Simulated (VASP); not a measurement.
Input of a VASP 6.6.1 run:

The input POSCAR:

```
AlN
1.0
    0.0109245031      2.1849006282      2.1849006282
    2.1849006282      0.0109245031      2.1849006282
    2.1958251313      2.1958251313      0.0000000000
Al N
1 1
Direct
    0.0000000000      0.0000000000      0.0000000000
    0.7500000000      0.7500000000      0.7500000000
```

INCAR.step1

```
SYSTEM = AlN
ALGO     = Normal         ! electronic algorithm
EDIFF    = 1E-4           ! SCF threshold, eV
ENCUT    = 520            ! plane-wave cutoff, eV
GGA      = PE             ! functional
ISMEAR   = 0              ! smearing method
LASPH    = .TRUE.         ! aspherical terms in the spheres
LCHARG   = .FALSE.        ! write CHGCAR
LREAL    = .FALSE.        ! projectors in reciprocal space
LWAVE    = .TRUE.         ! write WAVECAR
NBANDS   = 11             ! bands
NELM     = 80             ! most SCF steps
PREC     = Accurate       ! precision mode
SIGMA    = 0.05           ! smearing width, eV
```

The input INCAR.step2:

```
SYSTEM = AlN
ALGO     = Normal         ! electronic algorithm
EDIFF    = 1E-7           ! SCF threshold, eV
ENCUT    = 520            ! plane-wave cutoff, eV
ISIF     = 2              ! what is computed and relaxed
ISMEAR   = 0              ! smearing method
ISTART   = 1            
LASPH    = .TRUE.         ! aspherical terms in the spheres
LCHARG   = .FALSE.        ! write CHGCAR
LMIXTAU  = .TRUE.       
LREAL    = .FALSE.        ! projectors in reciprocal space
LWAVE    = .FALSE.        ! write WAVECAR
METAGGA  = R2SCAN         ! meta-GGA
NBANDS   = 11             ! bands
NELM     = 80             ! most SCF steps
PREC     = Accurate       ! precision mode
SIGMA    = 0.05           ! smearing width, eV
```

Contents of KPOINTS:

```
k-points
0
G
  10 10 10
  0 0 0
```

Potentials or basis: VASP PAW PBE potentials, release 64 (Al, N).

Command:

```console
$ cat potpaw_PBE.64/Al/POTCAR potpaw_PBE.64/N/POTCAR > POTCAR
$ cp INCAR.step1 INCAR
$ mpirun -np 1 vasp_std > vasp.out
$ cp INCAR.step2 INCAR
$ mpirun -np 1 vasp_std > vasp.out
```

Q: Estimate the pressure.

A: -0.4 GPa.

Q: Predict the band gap on the k mesh.

A: 3.90 eV, indirect (least direct gap 4.85 eV).

Q: What does it give for the largest force?

A: 0.087 eV/Å.

Stress tensor (GPa, compression positive):
```
-0.36 -2.37  0.00
-2.37 -0.36  0.00
 0.00  0.00 -0.38
```

Caveat: the cell differs from its parent crystal (strain +0.0100 x Voigt [0, 0, 0, 0, 0, 1]); the PAW data sets were made with another functional, which shifts forces and pressure a little. A k mesh can miss the band edges.
